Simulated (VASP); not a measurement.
TiO2, 6 atoms in the cell. The structure is tetragonal, space group I4_1/amd (No. 141). Conventional cell: a = 3.685 Å, b = 3.685 Å, c = 9.406 Å, α = 90.00°, β = 90.00°, γ = 90.00°. Ti (site symmetry -4m2) has 6 O at 1.89 to 1.94 Å within 2.5 Å. Within 2.5 Å of O (site symmetry 2mm) lie 3 Ti at 1.89 to 1.94 Å and 2 O at 2.40 Å.  This cell differs from its parent crystal: strain -0.030 along x and y, -0.030 along z.

- Program: VASP 6.6.1
- Task: single point
- Functional: PBE
- Potentials or basis: VASP PAW PBE potentials, release 64 (Ti_sv, O)
- Cutoff: 520 eV
- k mesh: 10 × 10 × 10
- Occupations: gaussian, width 0.05 eV
- Spin: no spin polarisation
- Dipole correction: no
- Further INCAR settings: ALGO = Normal; EDIFF = 1e-06; NBANDS = 33

Potentials or basis: VASP PAW PBE potentials, release 64 (Ti_sv, O).

Launch:

```bash
$ cat potpaw_PBE.64/Ti_sv/POTCAR potpaw_PBE.64/O/POTCAR > POTCAR
$ mpirun -np 1 vasp_std > vasp.out
```

Hardware: 1 thread of Intel Xeon 8259CL, on a shared host.

Question: How long does it take, and how much memory?

Answer: It took 13 min on 1 thread of Intel Xeon 8259CL, with other jobs on the host, peak memory 0.35 GiB. Counts: scf iterations 15, k points 102.
